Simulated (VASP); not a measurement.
# Ta2P3Au (P6/mmm) in VASP: a series of runs

Ta2P3Au is run at these levels: PBE; tasks: single point.

Program: VASP 6.6.1. These are calculated values, not measurements. Logs are shortened: lines on timing, memory, paths and dates and some standing lists are left out, and cuts for length are marked.

## (1) The cell of the first run

The structure is hexagonal, space group P6/mmm (No. 191). The conventional cell has a = 5.222 Å, b = 5.222 Å, c = 4.183 Å, α = 90.00°, β = 90.00°, γ = 120.00°. Ta (site symmetry -6m2) has 6 P at 2.58 Å and 3 Ta at 3.02 Å and 3 Au at 3.02 Å within 3.4 Å. Within 3.4 Å of P (site symmetry mmm) lie 4 Ta at 2.58 Å and 4 P at 2.61 Å and 4 Au at 3.35 Å. Au (site symmetry 6/mmm) has 6 Ta at 3.02 Å and 12 P at 3.35 Å within 4.0 Å.

## (2) Single point, PBE

Contents of INCAR:

```
SYSTEM = Ta2P3Au
PREC = Accurate
ENCUT = 520
EDIFF = 1E-6
ISMEAR = 0
SIGMA = 0.1
LREAL = .False.
LASPH = .True.
NELM = 60
ALGO = Normal
ISIF = 2
LWAVE = .False.
LCHARG = .False.
GGA = PE
NBANDS = 33
```

Contents of KPOINTS:

```
regular mesh
0
Gamma
  3 3 6
  0 0 0
```

Contents of POSCAR:

```
Ta2P3Au
1.0
    5.2224438264     -0.0000000025      0.0000000000
   -2.6112219111      4.5227690248      0.0000000000
    0.0000000000      0.0000000000      4.1828129080
Ta P Au
2 3 1
Direct
    0.3333333333      0.6666666667      0.0000000000
    0.6666666667      0.3333333333      0.0000000000
    0.5000000000      0.0000000000      0.5000000000
    0.5000000000      0.5000000000      0.5000000000
    0.0000000000      0.5000000000      0.5000000000
    0.0000000000      0.0000000000      0.0000000000
```

Potentials or basis: VASP PAW PBE potentials, release 64 (Ta_pv, P, Au).

On the command line:

```bash
> cat potpaw_PBE.64/Ta_pv/POTCAR potpaw_PBE.64/P/POTCAR potpaw_PBE.64/Au/POTCAR > POTCAR
> mpirun -np 1 vasp_std > vasp.out
```

OUTCAR:

```text
SYSTEM = Ta2P3Au
   PREC = Accurate
   ENCUT = 520
   EDIFF = 1E-6
   ISMEAR = 0
   LREAL = .False.
   LASPH = .True.
   NELM = 60
   ISIF = 2
   GGA = PE

 ion  position               nearest neighbor table
   1  0.333  0.667  0.000-   5 2.58   5 2.58   3 2.58   3 2.58   4 2.58   4 2.58   2 3.02   6 3.02
                             2 3.02   6 3.02   6 3.02   2 3.02
   2  0.667  0.333  0.000-   5 2.58   5 2.58   3 2.58   3 2.58   4 2.58   4 2.58   1 3.02   6 3.02
                             1 3.02   6 3.02   6 3.02   1 3.02
   3  0.500  0.000  0.500-   1 2.58   2 2.58   1 2.58   2 2.58   5 2.61   5 2.61   4 2.61   4 2.61

   4  0.500  0.500  0.500-   1 2.58   2 2.58   1 2.58   2 2.58   5 2.61   5 2.61   3 2.61   3 2.61

   5  0.000  0.500  0.500-   1 2.58   2 2.58   1 2.58   2 2.58   4 2.61   4 2.61   3 2.61   3 2.61

   6  0.000  0.000  0.000-   1 3.02   2 3.02   2 3.02   1 3.02   2 3.02   1 3.02

  LATTYP: Found a hexagonal cell.
 ALAT       =     5.2224438264
 C/A-ratio  =     0.8009301865

  Lattice vectors:

 A1 = (   5.2224438264,  -0.0000000025,   0.0000000000)
 A2 = (  -2.6112219111,   4.5227690248,   0.0000000000)
 A3 = (   0.0000000000,   0.0000000000,   4.1828129080)

Analysis of symmetry for initial positions (statically):
=====================================================================
 Subroutine PRICEL returns:
 Original cell was already a primitive cell.

 Routine SETGRP: Setting up the symmetry group for a
 hexagonal supercell.

 Subroutine GETGRP returns: Found 24 space group operations
 (whereof 24 operations were pure point group operations)
 out of a pool of 24 trial point group operations.

The static configuration has the point symmetry D_6h.

Analysis of symmetry for dynamics (positions and initial velocities):
=====================================================================
 Subroutine PRICEL returns:
 Original cell was already a primitive cell.

 Routine SETGRP: Setting up the symmetry group for a
 hexagonal supercell.

 Subroutine GETGRP returns: Found 24 space group operations
 (whereof 24 operations were pure point group operations)
 out of a pool of 24 trial point group operations.

The dynamic configuration has the point symmetry D_6h.

 Subroutine INISYM returns: Found 24 space group operations
 (whereof 24 operations are pure point group operations),
 and found     1 'primitive' translations

----------------------------------------------------------------------------------------

                                     Primitive cell

  volume of cell :      98.7977

  direct lattice vectors                    reciprocal lattice vectors
     5.222443826 -0.000000003  0.000000000     0.191481236  0.110551743  0.000000000
    -2.611221911  4.522769025  0.000000000     0.000000000  0.221103487  0.000000000
     0.000000000  0.000000000  4.182812908     0.000000000  0.000000000  0.239073567

  length of vectors
     5.222443826  5.222443826  4.182812908     0.221103487  0.221103487  0.239073567

  position of ions in fractional coordinates (direct lattice)
     0.333333333  0.666666667  0.000000000
     0.666666667  0.333333333  0.000000000
     0.500000000  1.000000000  0.500000000
     0.500000000  0.500000000  0.500000000
     0.000000000  0.500000000  0.500000000
     0.000000000  0.000000000  0.000000000

  ion indices of the primitive-cell ions
   primitive index   ion index
                 1           1
                 2           2
                 3           3
                 4           4
                 5           5
                 6           6

----------------------------------------------------------------------------------------

 KPOINTS: regular mesh

Automatic generation of k-mesh.
 Grid dimensions read from file:
 generate k-points for:    3    3    6

 Generating k-lattice:

  Cartesian coordinates                     Fractional coordinates (reciprocal lattice)
     0.063827079  0.036850581  0.000000000     0.333333333 -0.000000000  0.000000000
     0.000000000  0.073701162  0.000000000     0.000000000  0.333333333  0.000000000
     0.000000000  0.000000000  0.039845594     0.000000000  0.000000000  0.166666667

  Length of vectors
     0.073701162  0.073701162  0.039845594

  Shift w.r.t. Gamma in fractional coordinates (k-lattice)
     0.000000000  0.000000000  0.000000000

 Subroutine IBZKPT returns following result:
 ===========================================

 Found     12 irreducible k-points:

 Following reciprocal coordinates:
            Coordinates               Weight
  0.000000  0.000000  0.000000      1.000000
  0.333333 -0.000000  0.000000      6.000000
  0.333333  0.333333  0.000000      2.000000
  0.000000  0.000000  0.166667      2.000000
  0.333333 -0.000000  0.166667     12.000000
  0.333333  0.333333  0.166667      4.000000
  0.000000  0.000000  0.333333      2.000000
  0.333333 -0.000000  0.333333     12.000000
  0.333333  0.333333  0.333333      4.000000
  0.000000  0.000000  0.500000      1.000000
  0.333333 -0.000000  0.500000      6.000000
  0.333333  0.333333  0.500000      2.000000
   k-points           NKPTS =     12   k-points in BZ     NKDIM =     12   number of bands    NBANDS=     33
   number of dos      NEDOS =    301   number of ions     NIONS =      6
   total plane-waves  NPLWV =  51200
   dimension x,y,z NGX =    40 NGY =   40 NGZ =   32
   dimension x,y,z NGXF=    80 NGYF=   80 NGZF=   64
   ions per type =               2   3   1
   NGX,Y,Z   is equivalent  to a cutoff of  12.73, 12.73, 12.72 a.u.
   NGXF,Y,Z  is equivalent  to a cutoff of  25.47, 25.47, 25.44 a.u.
 SYSTEM =  Ta2P3Au
   PREC   = accura    normal or accurate (medium, high low for compatibility)
   ISTART =      0    job   : 0-new  1-cont  2-samecut
   ICHARG =      2    charge: 1-file 2-atom 10-const
   ISPIN  =      1    spin polarized calculation?
   LNONCOLLINEAR =      F non collinear calculations
   LSORBIT =      F    spin-orbit coupling
   LASPH  =      T    aspherical Exc in radial PAW
   ENCUT  =  520.0 eV  38.22 Ry    6.18 a.u.   9.71  9.71  7.78*2*pi/ulx,y,z
   NELM   =     60;   NELMIN=  2; NELMDL= -5     # of ELM steps
   EDIFF  = 0.1E-05   stopping-criterion for ELM
   LREAL  =      F    real-space projection
   EDIFFG = 0.1E-04   stopping-criterion for IOM
   NSW    =      0    number of steps for IOM
   IBRION =     -1    ionic relax: 0-MD 1-quasi-New 2-CG
   NFREE  =      0    steps in history (QN), initial steepest desc. (CG)
   ISIF   =      2    stress and relaxation
   ISYM   =      2    0-nonsym 1-usesym 2-fastsym
   POTIM  = 0.5000    time-step for ionic-motion
   TEBEG  =    0.0;   TEEND  =   0.0 temperature during run
   PSTRESS=    0.0 pullay stress
   NELECT =      48.0000    total number of electrons
   NUPDOWN=      -1.0000    fix difference up-down
   EMIN   =  10.00;   EMAX   =-10.00  energy-range for DOS
   EFERMI =   0.00;   METHOD = LEGACY
   ISMEAR =     0;   SIGMA  =   0.10  broadening in eV -4-tet -1-fermi 0-gaus
   EFERMI_NEDOS =   21; number of points for ismear=-14 and -15
   IALGO  =     38    algorithm
   IMIX   =      4    mixing-type and parameters
     AMIX     =   0.40;   BMIX     =  1.00
     AMIX_MAG =   1.60;   BMIX_MAG =  1.00
  volume/ion in A,a.u.               =      16.47       111.12
  Fermi-wavevector in a.u.,A,eV,Ry     =   1.286984  2.432046 22.535696  1.656327
  Thomas-Fermi vector in A             =   2.419025
   LORBIT       =      0    0 simple, 1 ext, 2 COOP (PROOUT), +10 PAW based schemes
   GGA     = PE    functional components
   LHFCALC =     F    Hartree Fock is set to
   AEXX    =    0.0000 exact exchange contribution
   IVDW    =     0    specifies the selected vdW correction
   LEPSILON=     F    determine dielectric tensor
   LRPA    =     F    only Hartree local field effects (RPA)
 non-spin polarized calculation
 Gauss-broadening in eV      SIGMA  =   0.10
  energy-cutoff  :      520.00
  volume of cell :       98.80
 maximum number of plane-waves:      2691
 NGX is ok and might be reduce to    40
   NGX = 19   NGY = 19   NGZ = 15

 number of electron      48.0000007 magnetization

 Free energy of the ion-electron system (eV)
  ---------------------------------------------------
  ext. energy  EPLUGINS =         0.00000000
  ---------------------------------------------------
  free energy    TOTEN  =       -43.40074056 eV

  energy without entropy =      -43.37287321  energy(sigma->0) =      -43.38680689

 E-fermi :   8.4208     XC(G=0): -11.8471

 val. band max:        8.3783988313   @ k =   0.3333   0.3333   0.3333
 cond. band min:       8.4512083357   @ k =   0.3333  -0.0000   0.1667
 fundamental gap:      0.0728095045
 Fermi energy:         8.4208042197

 k-point     1 :       0.0000    0.0000    0.0000
  band No.  band energies     occupation
      1     -26.7584      2.00000
      2     -26.7584      2.00000
      3     -26.6702      2.00000
      4     -26.5719      2.00000
      5     -26.4141      2.00000
      6     -26.4141      2.00000
[... 25 lines left out ...]
     32      13.2551      0.00000
     33      13.4777      0.00000

 k-point     2 :       0.3333   -0.0000    0.0000
  band No.  band energies     occupation
      1     -26.7769      2.00000
      2     -26.7002      2.00000
      3     -26.6496      2.00000
      4     -26.5928      2.00000
      5     -26.4758      2.00000
      6     -26.3941      2.00000
[... 25 lines left out ...]
     32      12.4899      0.00000
     33      12.8657      0.00000
[... 322 lines left out ...]
     32      11.6115      0.00000
     33      13.0692      0.00000

 k-point    12 :       0.3333    0.3333    0.5000
  band No.  band energies     occupation
      1     -26.7933      2.00000
      2     -26.6537      2.00000
      3     -26.6537      2.00000
      4     -26.5849      2.00000
      5     -26.5849      2.00000
      6     -26.3725      2.00000
[... 25 lines left out ...]
     32      11.9166      0.00000
     33      12.2926      0.00000

------------------------ aborting loop because EDIFF is reached ----------------------------------------

  FORCE on cell =-STRESS in cart. coord.  units (eV):
  Direction    XX          YY          ZZ          XY          YZ          ZX
  --------------------------------------------------------------------------------------
  -------------------------------------------------------------------------------------
  Total        0.0209979      0.0209979      0.2628704     -0.0000000      0.0000000      0.0000000
  in kB        0.3405183      0.3405183      4.2629053     -0.0000000      0.0000000      0.0000000
  external PRESSURE =       1.6479806 kB  Pullay stress =       0.0000000 kB

 VOLUME and BASIS-vectors are now :
 -----------------------------------------------------------------------------
  energy-cutoff  :      520.00
  volume of cell :       98.80
      direct lattice vectors                 reciprocal lattice vectors
     5.222443826 -0.000000003  0.000000000     0.191481236  0.110551743  0.000000000
    -2.611221911  4.522769025  0.000000000     0.000000000  0.221103487  0.000000000
     0.000000000  0.000000000  4.182812908     0.000000000  0.000000000  0.239073567

 POSITION                                       TOTAL-FORCE (eV/Angst)
 -----------------------------------------------------------------------------------
      0.00000      3.01518      0.00000         0.000000      0.000000      0.000000
      2.61122      1.50759      0.00000        -0.000000     -0.000000      0.000000
      2.61122     -0.00000      2.09141         0.000000      0.000000      0.000000
      1.30561      2.26138      2.09141         0.000000      0.000000      0.000000
     -1.30561      2.26138      2.09141         0.000000      0.000000      0.000000
      0.00000      0.00000      0.00000         0.000000      0.000000      0.000000
 -----------------------------------------------------------------------------------
    total drift:                                0.000000     -0.000000      0.000000

  FREE ENERGIE OF THE ION-ELECTRON SYSTEM (eV)
  ---------------------------------------------------
  free  energy   TOTEN  =       -43.4007405622 eV

  energy  without entropy=      -43.3728732081  energy(sigma->0) =      -43.38680689
```

It took 54 s on 1 thread of Intel Xeon Platinum 8259CL at 2.50GHz (Skylake/Cascade Lake), shared host; peak memory 0.23 GiB.

Results:

| Item | Value |
| --- | --- |
| Free energy | -43.4007 eV |
| Pressure | 0.2 GPa |
| Band gap on the k mesh | zero (band 24 reaches 8.52 eV, above the bottom of band 25 at 7.81 eV) |

Caveat: the k points lie up to 0.46 Å⁻¹ apart; spin-orbit coupling is left out, which moves the levels of the heavy elements.

## (3) Single point, PBE

This run uses another cell than the first one, of 18.27 Å³/atom, 1.110 times its volume.

Contents of INCAR:

```
ALGO = Normal
EDIFF = 1E-6
ENCUT = 520
GGA = PE
ISIF = 2
ISMEAR = 0
LASPH = True
LCHARG = False
LREAL = False
LWAVE = False
NBANDS = 33
NELM = 100
PREC = Accurate
SIGMA = 0.1
```

Contents of KPOINTS:

```
k-points
0
Gamma
  3 3 6
```

Contents of POSCAR:

```
Ta2P3Au
1.0
    6.1206982100      0.0000000000      0.0000000000
   -3.0603491000      5.3006801400      0.0000000000
    0.0000000000      0.0000000000      3.3788433500
Ta P Au
2 3 1
Direct
    0.3333333300      0.6666666700      0.0000000000
    0.6666666700      0.3333333300      0.0000000000
    0.5000000000      0.0000000000      0.5000000000
    0.5000000000      0.5000000000      0.5000000000
    0.0000000000      0.5000000000      0.5000000000
    0.0000000000      0.0000000000      0.0000000000
```

Potentials or basis: VASP PAW PBE potentials, release 64 (Ta_pv, P, Au).

On the command line:

```bash
> cat potpaw_PBE.64/Ta_pv/POTCAR potpaw_PBE.64/P/POTCAR potpaw_PBE.64/Au/POTCAR > POTCAR
> mpirun -np 1 vasp_std > vasp.out
```

It took 68 s on 1 thread of Intel Xeon Platinum 8259CL at 2.50GHz (Skylake/Cascade Lake), shared host; peak memory 0.25 GiB.

It converged, with:

```yaml
Free_energy: -42.4164 eV
Pressure: 5.7 GPa
Band_gap_on_the_k_mesh: zero (band 24 reaches 7.68 eV, above the bottom of band 25 at 6.55 eV)
```

Stress tensor (GPa, compression positive):
```
 2.36  0.00  0.00
 0.00  2.36  0.00
 0.00  0.00 12.23
```

Levels at points of the mesh, in eV from the Fermi level:
```tsv
k point	band 20	band 21	band 22	band 23	band 24	band 25	band 26	band 27	band 28	band 29
(0.00, 0.00, 0.00)	-2.54	-0.95	-0.93	-0.78	-0.78	-0.17	-0.17	-0.01	-0.01	0.69
(0.00, 0.00, 0.50)	-2.16	-1.23	-1.23	0.18	0.18	0.94	1.31	1.63	2.02	2.26
```

Caveat: the k points lie up to 0.40 Å⁻¹ apart; spin-orbit coupling is left out, which moves the levels of the heavy elements.
